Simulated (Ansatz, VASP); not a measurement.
V in VASP and in Ansatz

```
V
1.0
    -1.52826    1.52826    1.52826
     1.52826   -1.52826    1.52826
     1.52826    1.52826   -1.52826
V
1
Direct
  0.00000 0.00000 0.00000
```

Change from the starting cell: volume scaled by 1.06.

Alike in both runs: task single point; functional PBE; k mesh 16 × 16 × 16; occupations fermi-dirac, width 0.05 eV; collinear spin.

|  | VASP | Ansatz |
| --- | --- | --- |
| version | VASP 6.6.1 | Ansatz 0.2.0 |
| potentials or method | VASP PAW PBE potentials, release 64 (V_sv), cutoff 520 eV | all-electron LAPW, scalar-relativistic |

|  | VASP | Ansatz | Ansatz less VASP |
| --- | --- | --- | --- |
| pressure (GPa) | -9.2 | -9.5 | -0.23 |
| net moment per atom (μB) | 0.00 | 0.00 | 0.000 |

Ansatz ran all-electron here, and VASP with PAW potentials. Ansatz's warnings: seeded moment not kept.
